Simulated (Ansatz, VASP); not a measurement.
## Two plane-wave programs on LiF

```
CELL_PARAMETERS angstrom
0.00000 2.01000 2.01000
2.01000 0.00000 2.01000
2.01000 2.01000 0.00000
ATOMIC_POSITIONS crystal
Li 0.00000 0.00000 0.00000
F 0.50000 0.50000 0.50000
```

Alike in both runs: task single point; functional PBEsol; k mesh 8 × 8 × 8; occupations gaussian, width 0.1 eV; no spin polarisation.

|  | VASP | Ansatz |
| --- | --- | --- |
| version | VASP 6.6.1 | Ansatz 0.2.0 |
| potentials or method | VASP PAW PBE potentials, release 64 (Li_sv, F), cutoff 750 eV | scalar-relativistic, plane waves, PAW |
| valence electrons in the cell | 10 | 10 |

Ansatz gave:

| Quantity | Value |
| --- | --- |
| gap on the k mesh at the Fermi level (eV) | 8.97 |
| least direct gap on the mesh (eV) | 8.97 |
| pressure (GPa) | -0.7 |

Problem. Estimate VASP's values.

Solution. gap on the k mesh at the Fermi level (eV): 8.96; least direct gap on the mesh (eV): 8.96; pressure (GPa): -1.0.

VASP's potentials were made for PBE, not for PBEsol, and Ansatz warns of the same on its side. The functional is the same, so the differences come from potentials, cutoffs and numerics.
